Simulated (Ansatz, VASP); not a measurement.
# Cs in VASP and in Ansatz

The input INCAR:

```
PREC     = Accurate       # precision mode
ENCUT    = 520            # plane-wave cutoff, eV
EDIFF    = 1E-6           # SCF threshold, eV
ISMEAR   = 0              # smearing method
SIGMA    = 0.1            # smearing width, eV
LREAL    = False          # projectors in reciprocal space
LASPH    = True           # aspherical terms in the spheres
NELM     = 80             # most SCF steps
ALGO     = Fast           # electronic algorithm
ISIF     = 2              # what is computed and relaxed
LWAVE    = False          # write WAVECAR
LCHARG   = False          # write CHGCAR
GGA      = PE             # functional
NBANDS   = 10             # bands
```

File KPOINTS:

```
regular mesh
0
Gamma
  12 12 12
```

File POSCAR:

```
Cs
1.0
   -2.7387176484      2.7387176484      4.0188587983
    2.7387176484     -2.7387176484      4.0188587983
    2.7387176484      2.7387176484     -4.0188587983
Cs
1
Direct
    0.0000000000      0.0000000000      0.0000000000
```

Input for Ansatz:

```yaml
crystal:
  lattice:
    - [-2.7387176484, 2.7387176484, 4.0188587983]
    - [2.7387176484, -2.7387176484, 4.0188587983]
    - [2.7387176484, 2.7387176484, -4.0188587983]
  atoms:
    - { symbol: Cs, position: [0.0, 0.0, 0.0] }
basis:
  ecutwfc: 420
kpoints:
  mp_grid: { grid: [12, 12, 12] }
hamiltonian:
  xc: pbe
scf:
  occupations: { method: gaussian, width: 0.1 }
output:
  forces: true
  stress: true
  eigenvalues: true
  populations: true
```

Alike in both runs: task single point; functional PBE; k mesh 12 × 12 × 12; occupations gaussian, width 0.1 eV; no spin polarisation.

|  | VASP | Ansatz |
| --- | --- | --- |
| version | VASP 6.6.1 | Ansatz 0.2.0 |
| potentials or method | VASP PAW PBE potentials, release 64 (Cs_sv), cutoff 520 eV | scalar-relativistic, plane waves, PAW |
| valence electrons in the cell | 9 | 9 |

|  | VASP | Ansatz | Ansatz less VASP |
| --- | --- | --- | --- |
| gap on the k mesh at the Fermi level (eV) | none | none | - |
| pressure (GPa) | -0.1 | 0.0 | +0.02 |

A gap of «none» marks a metal or a gap that the smearing closes.

Neither program's run includes spin-orbit coupling.
